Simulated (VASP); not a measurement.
**CuO: single point with PBE**

The system is CuO.

```xyz
4
Lattice="2.3404 -1.7108 -0.0229 2.3197 1.6825 -0.0101 -0.8909 0.0241 5.0786" Properties=species:S:1:pos:R:3 pbc="T T T"
Cu    1.1314    0.8451   -0.0328
Cu    0.6592   -0.8608    2.5221
O     2.0366   -0.3045    1.2916
O     1.5596    0.2913    3.7421
```

* Program: VASP 6.6.1
* Task: single point
* Functional: PBE
* Potentials or basis: VASP PAW PBE potentials, release 64 (Cu_sv_GW, O)
* Cutoff: 820 eV
* k mesh: 4 × 4 × 2
* Occupations: gaussian, width 0.1 eV
* Spin: no spin polarisation

* Pressure: 6.2 GPa
* Largest force: 0.815 eV/Å
* Band gap on the k mesh: zero (bands 25 and 26 overlap by 0.55 eV)

Forces in eV/Å, atoms in the order of the input:
```
Cu  -0.436  0.143  0.346
Cu  -0.123 -0.052 -0.040
O    0.233  0.157 -0.765
O    0.327 -0.248  0.460
```

Stress tensor (GPa, compression positive):
```
 6.57  1.77 -0.53
 1.77  7.45  2.30
-0.53  2.30  4.59
```

Levels at points of the mesh, in eV from the Fermi level:
| k point | band 21 | band 22 | band 23 | band 24 | band 25 | band 26 | band 27 | band 28 | band 29 | band 30 |
| --- | --- | --- | --- | --- | --- | --- | --- | --- | --- | --- |
| (0.00, 0.00, 0.00) | -2.37 | -2.14 | -2.09 | -1.65 | 0.20 | 0.96 | 1.73 | 6.03 | 8.19 | 13.49 |
| (0.50, 0.00, 0.00) | -1.87 | -1.60 | -1.56 | -1.41 | -0.03 | 0.42 | 4.99 | 6.38 | 6.87 | 11.20 |
| (0.00, 0.50, 0.00) | -2.12 | -1.56 | -1.39 | -1.32 | -0.02 | 0.16 | 4.68 | 6.31 | 7.32 | 10.99 |
| (0.50, 0.50, 0.00) | -2.12 | -1.99 | -1.63 | -1.19 | -0.57 | 1.10 | 3.40 | 6.98 | 8.54 | 10.16 |
| (0.00, 0.00, 0.50) | -2.26 | -2.14 | -1.53 | -1.39 | 0.12 | 0.43 | 3.80 | 4.13 | 11.20 | 11.99 |
| (0.50, 0.00, 0.50) | -2.09 | -2.04 | -1.74 | -1.53 | -0.05 | 0.83 | 5.40 | 6.15 | 8.12 | 8.87 |
| (0.00, 0.50, 0.50) | -2.24 | -2.09 | -1.68 | -1.54 | -0.05 | 0.71 | 4.83 | 6.91 | 8.26 | 8.41 |
| (0.50, 0.50, 0.50) | -1.67 | -1.64 | -1.29 | -1.22 | -0.41 | -0.31 | 5.17 | 5.37 | 8.64 | 9.51 |

Run time: 92 s on 1 thread of Intel(R) Xeon(R) Platinum 8259CL CPU @ 2.50GHz (Skylake/Cascade Lake), with other jobs on the host, peak memory 0.22 GiB.

Caveat: the k points lie up to 0.62 Å⁻¹ apart, too coarse for converged energies and pressures of a metal; semilocal functionals often make such compounds metallic where correlation or magnetic order opens a gap, which also shifts bond lengths. With open d or f shells a metallic result of PBE can be an artefact of self-interaction; +U or a hybrid may open a gap.
